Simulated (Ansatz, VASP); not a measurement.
Li2Br3 in VASP and in Ansatz

```
Li Br
1.0
     4.03091    0.00000    0.00000
    -2.01546    3.49087    0.00000
     0.00000    0.00000    8.48821
Li Br
2 3
Direct
  0.33333 0.66667 0.20269
  0.66667 0.33333 0.79731
  0.00000 0.00000 0.00000
  0.33333 0.66667 0.66539
  0.66667 0.33333 0.33461
```

Alike in both runs: functional PBE; k mesh 6 × 6 × 4; occupations gaussian, width 0.1 eV; no spin polarisation.

Ansatz relaxed the structure, and its values are those at the end. VASP's run is a single point on that final structure, the one shown.

```csv
,VASP,Ansatz
version,VASP 6.6.1,Ansatz 0.2.0
potentials or method,"VASP PAW PBE potentials, release 64 (Li_sv, Br), cutoff 520 eV","scalar-relativistic, plane waves, PAW"
valence electrons in the cell,27,27
```

```tsv
	VASP	Ansatz	Ansatz less VASP
gap on the k mesh at the Fermi level (eV)	none	none	-
rms of the force components (eV/Å)	0.007	0.007	-0.0007
```

A gap of «none» marks a metal or a gap that the smearing closes. With one functional, cell and mesh, what is left measures potentials, basis and numerics.

Noted on VASP's run: the cutoff is under 1.25 times that of the potentials, so the pressure is a little rough.
